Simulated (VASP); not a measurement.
# TiSe (F-43m) in VASP: further runs, part 2 of 2

VASP 6.6.1. Earlier steps stand in the parts before.

## Step 4: Single point, r2SCAN, collinear spin

Input file POSCAR:

```
TiSe
1.0
    0.0000000000      3.1030036500      3.1030036500
    3.1030036500      0.0000000000      3.1030036500
    3.1030036500      3.1030036500      0.0000000000
Ti Se
1 1
Direct
    0.0000000000      0.0000000000      0.0000000000
    0.2500000000      0.2500000000      0.2500000000
```

Input file INCAR.step1:

```
SYSTEM = TiSe
PREC = Accurate
ENCUT = 550
ISMEAR = 0
SIGMA = 0.05
LREAL = .FALSE.
LASPH = .TRUE.
NELM = 200
ISPIN = 2
MAGMOM = 1.79 -0.06
LMAXMIX = 4
NBANDS = 20
GGA = PE
ALGO = Normal
EDIFF = 1E-5
LWAVE = .TRUE.
LCHARG = .FALSE.
GGA_COMPAT = .FALSE.
```

Input file INCAR.step2:

```
SYSTEM = TiSe
PREC = Accurate
ENCUT = 550
EDIFF = 1E-6
ISMEAR = 0
SIGMA = 0.05
LREAL = .FALSE.
LASPH = .TRUE.
NELM = 200
ALGO = Normal
ISIF = 2
LWAVE = .FALSE.
LCHARG = .TRUE.
ISPIN = 2
MAGMOM = 1.79 -0.06
LORBIT = 11
LMAXMIX = 4
METAGGA = R2SCAN
LMIXTAU = .TRUE.
LELF = .TRUE.
LVHAR = .TRUE.
NBANDS = 20
ISTART = 1
GGA_COMPAT = .FALSE.
```

Input file KPOINTS:

```
regular mesh
0
G
  5 5 5
  0 0 0
```

Potentials or basis: VASP PAW PBE potentials, release 64 (Ti_sv, Se).

Started as:

```console
$ cat potpaw_PBE.64/Ti_sv/POTCAR potpaw_PBE.64/Se/POTCAR > POTCAR
$ cp INCAR.step1 INCAR
$ mpirun -np 1 vasp_std > vasp.out
$ cp INCAR.step2 INCAR
$ mpirun -np 1 vasp_std > vasp.out
```

OUTCAR:

```text
SYSTEM = TiSe
   PREC = Accurate
   ENCUT = 550
   EDIFF = 1E-6
   ISMEAR = 0
   LREAL = .FALSE.
   LASPH = .TRUE.
   NELM = 200
   ISIF = 2
   ISPIN = 2
   LORBIT = 11
   METAGGA = R2SCAN
   ISTART = 1

 ion  position               nearest neighbor table
   1  0.000  0.000  0.000-   2 2.69   2 2.69   2 2.69   2 2.69
   2  0.250  0.250  0.250-   1 2.69   1 2.69   1 2.69   1 2.69

  LATTYP: Found a face centered cubic cell.
 ALAT       =     6.2060073000

  Lattice vectors:

 A1 = (   0.0000000000,   3.1030036500,   3.1030036500)
 A2 = (   3.1030036500,   0.0000000000,   3.1030036500)
 A3 = (   3.1030036500,   3.1030036500,   0.0000000000)

Analysis of symmetry for initial positions (statically):
=====================================================================
 Subroutine PRICEL returns:
 Original cell was already a primitive cell.

 Routine SETGRP: Setting up the symmetry group for a
 face centered cubic supercell.

 Subroutine GETGRP returns: Found 24 space group operations
 (whereof 24 operations were pure point group operations)
 out of a pool of 48 trial point group operations.

[... 411 lines left out ...]
      6       0.2434      1.00000
[... 219 lines left out ...]
     19      15.1593      0.00000
     20      16.2807      0.00000

------------------------ aborting loop because EDIFF is reached ----------------------------------------

  FORCE on cell =-STRESS in cart. coord.  units (eV):
  Direction    XX          YY          ZZ          XY          YZ          ZX
  --------------------------------------------------------------------------------------
  -------------------------------------------------------------------------------------
  Total       -1.6534118     -1.6534118     -1.6534118      0.0000000      0.0000000      0.0000000
  in kB      -44.3317375    -44.3317375    -44.3317375      0.0000000      0.0000000      0.0000000
  external PRESSURE =     -44.3317375 kB  Pullay stress =       0.0000000 kB

 VOLUME and BASIS-vectors are now :
 -----------------------------------------------------------------------------
  energy-cutoff  :      550.00
  volume of cell :       59.76
      direct lattice vectors                 reciprocal lattice vectors
     0.000000000  3.103003650  3.103003650    -0.161134197  0.161134197  0.161134197
     3.103003650  0.000000000  3.103003650     0.161134197 -0.161134197  0.161134197
     3.103003650  3.103003650  0.000000000     0.161134197  0.161134197 -0.161134197

 POSITION                                       TOTAL-FORCE (eV/Angst)
 -----------------------------------------------------------------------------------
      0.00000      0.00000      0.00000         0.000000     -0.000000      0.000000
      1.55150      1.55150      1.55150        -0.000000      0.000000     -0.000000
 -----------------------------------------------------------------------------------
    total drift:                                0.000000      0.000000      0.000000

  FREE ENERGIE OF THE ION-ELECTRON SYSTEM (eV)
  ---------------------------------------------------
  free  energy   TOTEN  =       -28.8405694894 eV

  energy  without entropy=      -28.8401826111  energy(sigma->0) =      -28.84037605

 total charge

# of ion       s       p       d       tot
------------------------------------------
    1        2.119   6.032   1.979  10.130
    2        1.423   2.493   0.023   3.940
--------------------------------------------------
tot          3.542   8.525   2.002  14.069

 magnetization (x)

# of ion       s       p       d       tot
------------------------------------------
    1        0.025   0.013   1.631   1.670
    2       -0.006  -0.074   0.020  -0.060
--------------------------------------------------
tot          0.020  -0.062   1.651   1.609
```

Wall time 4.5 min (1 thread of Intel Xeon 8259CL, shared host); peak memory 0.26 GiB.

Results:

```
Free energy                                           : -28.8406 eV
Pressure                                              : -4.4 GPa
Band gap on the k mesh                                : 0.15 eV (least direct gap 0.17 eV)
Net moment                                            : 2.00 μB per cell
Site moments                                          : Ti +1.67; Se -0.06 μB
Valence electrons inside the program's atomic spheres : Ti 10.13; Se 3.94
```

Caveat: the cell stands under tension; the PAW data sets were made with another functional, which shifts forces and pressure a little; an odd mesh through Γ misses points on the zone boundary, where band edges can lie.

## Step 5: Single point, r2SCAN, collinear spin

POSCAR is that of step 4.

Input file INCAR.step1:

```
ALGO = Normal
EDIFF = 1E-5
ENCUT = 550
GGA = PE
GGA_COMPAT = False
ISMEAR = 0
ISPIN = 2
LASPH = True
LCHARG = False
LMAXMIX = 4
LREAL = False
LWAVE = True
MAGMOM = 1.79 -0.06
NBANDS = 20
NELM = 200
PREC = Accurate
SIGMA = 0.05
```

Input file INCAR.step2:

```
ALGO = Normal
EDIFF = 1E-6
ENCUT = 550
GGA_COMPAT = False
ISIF = 2
ISMEAR = 0
ISPIN = 2
ISTART = 1
LASPH = True
LCHARG = True
LELF = True
LMAXMIX = 4
LMIXTAU = True
LORBIT = 11
LREAL = False
LVHAR = True
LWAVE = False
MAGMOM = 1.79 -0.06
METAGGA = R2SCAN
NBANDS = 20
NELM = 200
PREC = Accurate
SIGMA = 0.05
```

Input file KPOINTS:

```
k-points
0
Gamma
  5 5 5
```

Potentials or basis: VASP PAW PBE potentials, release 64 (Ti_sv, Se).

Started as:

```console
$ cat potpaw_PBE.64/Ti_sv/POTCAR potpaw_PBE.64/Se/POTCAR > POTCAR
$ cp INCAR.step1 INCAR
$ mpirun -np 1 vasp_std > vasp.out
$ cp INCAR.step2 INCAR
$ mpirun -np 1 vasp_std > vasp.out
```

OUTCAR:

```text
EDIFF = 1E-6
   ENCUT = 550
   ISIF = 2
   ISMEAR = 0
   ISPIN = 2
   ISTART = 1
   LASPH = True
   LORBIT = 11
   LREAL = False
   METAGGA = R2SCAN
   NELM = 200
   PREC = Accurate

 ion  position               nearest neighbor table
   1  0.000  0.000  0.000-   2 2.69   2 2.69   2 2.69   2 2.69
   2  0.250  0.250  0.250-   1 2.69   1 2.69   1 2.69   1 2.69

  LATTYP: Found a face centered cubic cell.
 ALAT       =     6.2060073000

  Lattice vectors:

 A1 = (   0.0000000000,   3.1030036500,   3.1030036500)
 A2 = (   3.1030036500,   0.0000000000,   3.1030036500)
 A3 = (   3.1030036500,   3.1030036500,   0.0000000000)

Analysis of symmetry for initial positions (statically):
=====================================================================
 Subroutine PRICEL returns:
 Original cell was already a primitive cell.

 Routine SETGRP: Setting up the symmetry group for a
 face centered cubic supercell.

 Subroutine GETGRP returns: Found 24 space group operations
 (whereof 24 operations were pure point group operations)
 out of a pool of 48 trial point group operations.

The static configuration has the point symmetry T_d .

Analysis of symmetry for dynamics (positions and initial velocities):
=====================================================================
 Subroutine PRICEL returns:
 Original cell was already a primitive cell.

 Routine SETGRP: Setting up the symmetry group for a
 face centered cubic supercell.

 Subroutine GETGRP returns: Found 24 space group operations
 (whereof 24 operations were pure point group operations)
 out of a pool of 48 trial point group operations.

The dynamic configuration has the point symmetry T_d .

Analysis of structural, dynamic, and magnetic symmetry:
=====================================================================
 Subroutine PRICEL returns:
 Original cell was already a primitive cell.

 Routine SETGRP: Setting up the symmetry group for a
 face centered cubic supercell.

 Subroutine GETGRP returns: Found 24 space group operations
 (whereof 24 operations were pure point group operations)
 out of a pool of 48 trial point group operations.

The overall configuration has the point symmetry T_d .

 Subroutine INISYM returns: Found 24 space group operations
 (whereof 24 operations are pure point group operations),
 and found     1 'primitive' translations

----------------------------------------------------------------------------------------

                                     Primitive cell

  volume of cell :      59.7554

  direct lattice vectors                    reciprocal lattice vectors
     0.000000000  3.103003650  3.103003650    -0.161134197  0.161134197  0.161134197
     3.103003650  0.000000000  3.103003650     0.161134197 -0.161134197  0.161134197
     3.103003650  3.103003650  0.000000000     0.161134197  0.161134197 -0.161134197

  length of vectors
     4.388309846  4.388309846  4.388309846     0.279092615  0.279092615  0.279092615

  position of ions in fractional coordinates (direct lattice)
     0.000000000  0.000000000  0.000000000
     0.250000000  0.250000000  0.250000000

  ion indices of the primitive-cell ions
   primitive index   ion index
                 1           1
                 2           2
[... 49 lines left out ...]
   ISTART =      1    job   : 0-new  1-cont  2-samecut
   ICHARG =      0    charge: 1-file 2-atom 10-const
   ISPIN  =      2    spin polarized calculation?
   LNONCOLLINEAR =      F non collinear calculations
   LSORBIT =      F    spin-orbit coupling
   LASPH  =      T    aspherical Exc in radial PAW
   ENCUT  =  550.0 eV  40.42 Ry    6.36 a.u.   8.39  8.39  8.39*2*pi/ulx,y,z
   NELM   =    200;   NELMIN=  2; NELMDL=  0     # of ELM steps
   EDIFF  = 0.1E-05   stopping-criterion for ELM
   LREAL  =      F    real-space projection
   EDIFFG = 0.1E-04   stopping-criterion for IOM
   NSW    =      0    number of steps for IOM
   IBRION =     -1    ionic relax: 0-MD 1-quasi-New 2-CG
   NFREE  =      0    steps in history (QN), initial steepest desc. (CG)
   ISIF   =      2    stress and relaxation
   ISYM   =      2    0-nonsym 1-usesym 2-fastsym
   POTIM  = 0.5000    time-step for ionic-motion
   TEBEG  =    0.0;   TEEND  =   0.0 temperature during run
   PSTRESS=    0.0 pullay stress
   NELECT =      18.0000    total number of electrons
   NUPDOWN=      -1.0000    fix difference up-down
   EMIN   =  10.00;   EMAX   =-10.00  energy-range for DOS
   EFERMI =   0.00;   METHOD = LEGACY
   ISMEAR =     0;   SIGMA  =   0.05  broadening in eV -4-tet -1-fermi 0-gaus
   EFERMI_NEDOS =   21; number of points for ismear=-14 and -15
   IALGO  =     38    algorithm
   IMIX   =      4    mixing-type and parameters
     AMIX     =   0.40;   BMIX     =  1.00
     AMIX_MAG =   1.60;   BMIX_MAG =  1.00
  volume/ion in A,a.u.               =      29.88       201.62
  Fermi-wavevector in a.u.,A,eV,Ry     =   1.097421  2.073826 16.385952  1.204333
  Thomas-Fermi vector in A             =   2.233781
   LORBIT       =     11    0 simple, 1 ext, 2 COOP (PROOUT), +10 PAW based schemes
   METAGGA = R2SCAN    functional components
   LHFCALC =     F    Hartree Fock is set to
   AEXX    =    0.0000 exact exchange contribution
   IVDW    =     0    specifies the selected vdW correction
   LEPSILON=     F    determine dielectric tensor
   LRPA    =     F    only Hartree local field effects (RPA)
 spin polarized calculation
 Gauss-broadening in eV      SIGMA  =   0.05
  energy-cutoff  :      550.00
  volume of cell :       59.76
 maximum number of plane-waves:      1807
 NGX is ok and might be reduce to    36
   NGX = 17   NGY = 17   NGZ = 17

 number of electron      18.0000001 magnetization       2.0000001

 Free energy of the ion-electron system (eV)
  ---------------------------------------------------
  ext. energy  EPLUGINS =         0.00000000
  ---------------------------------------------------
  free energy    TOTEN  =       -28.84056949 eV

  energy without entropy =      -28.84018261  energy(sigma->0) =      -28.84037605

 E-fermi :   3.4162     XC(G=0):  -8.8199

 val. band max:        3.3335696675   @ k =  -0.4000   0.4000   0.2000
 cond. band min:       3.4873177575   @ k =  -0.4000   0.4000   0.0000
 fundamental gap:      0.1537480901
 Fermi energy:         3.4162360546

 spin component 1

 k-point     1 :       0.0000    0.0000    0.0000
  band No.  band energies     occupation
      1     -56.2917      1.00000
      2     -31.6174      1.00000
      3     -31.6174      1.00000
      4     -31.6172      1.00000
      5     -10.6072      1.00000
      6       0.0704      1.00000
[... 206 lines left out ...]
      6      -1.1008      1.00000
[... 12 lines left out ...]
     19      14.5719      0.00000
     20      15.9539      0.00000
 Fermi energy:         3.4162360546

 spin component 2

 k-point     1 :       0.0000    0.0000    0.0000
  band No.  band energies     occupation
      1     -54.4136      1.00000
      2     -29.6795      1.00000
      3     -29.6795      1.00000
      4     -29.6795      1.00000
      5     -10.6299      1.00000
      6       0.2434      1.00000
[... 219 lines left out ...]
     19      15.1593      0.00000
     20      16.2807      0.00000

------------------------ aborting loop because EDIFF is reached ----------------------------------------

  FORCE on cell =-STRESS in cart. coord.  units (eV):
  Direction    XX          YY          ZZ          XY          YZ          ZX
  --------------------------------------------------------------------------------------
  -------------------------------------------------------------------------------------
  Total       -1.6534118     -1.6534118     -1.6534118      0.0000000      0.0000000      0.0000000
  in kB      -44.3317375    -44.3317375    -44.3317375      0.0000000      0.0000000      0.0000000
  external PRESSURE =     -44.3317375 kB  Pullay stress =       0.0000000 kB

 VOLUME and BASIS-vectors are now :
 -----------------------------------------------------------------------------
  energy-cutoff  :      550.00
  volume of cell :       59.76
      direct lattice vectors                 reciprocal lattice vectors
     0.000000000  3.103003650  3.103003650    -0.161134197  0.161134197  0.161134197
     3.103003650  0.000000000  3.103003650     0.161134197 -0.161134197  0.161134197
     3.103003650  3.103003650  0.000000000     0.161134197  0.161134197 -0.161134197

 POSITION                                       TOTAL-FORCE (eV/Angst)
 -----------------------------------------------------------------------------------
      0.00000      0.00000      0.00000         0.000000     -0.000000      0.000000
      1.55150      1.55150      1.55150        -0.000000      0.000000     -0.000000
 -----------------------------------------------------------------------------------
    total drift:                                0.000000      0.000000      0.000000

  FREE ENERGIE OF THE ION-ELECTRON SYSTEM (eV)
  ---------------------------------------------------
  free  energy   TOTEN  =       -28.8405694894 eV

  energy  without entropy=      -28.8401826111  energy(sigma->0) =      -28.84037605

 total charge

# of ion       s       p       d       tot
------------------------------------------
    1        2.119   6.032   1.979  10.130
    2        1.423   2.493   0.023   3.940
--------------------------------------------------
tot          3.542   8.525   2.002  14.069

 magnetization (x)

# of ion       s       p       d       tot
------------------------------------------
    1        0.025   0.013   1.631   1.670
    2       -0.006  -0.074   0.020  -0.060
--------------------------------------------------
tot          0.020  -0.062   1.651   1.609
```

Run time: 4.6 min. Hardware: 1 thread of Intel Xeon 8259CL, shared host; peak memory 0.26 GiB.

What came out:

- Free energy: -28.8406 eV
- Pressure: -4.4 GPa
- Band gap on the k mesh: 0.15 eV (least direct gap 0.17 eV)
- Net moment: 2.00 μB per cell
- Site moments: Ti +1.67; Se -0.06 μB
- Valence electrons inside the program's atomic spheres: Ti 10.13; Se 3.94

Caveat: the cell stands under tension; the PAW data sets were made with another functional, which shifts forces and pressure a little; an odd mesh through Γ misses points on the zone boundary, where band edges can lie.

The gap in the log of VASP goes by the Fermi energy; the results here count the filled bands.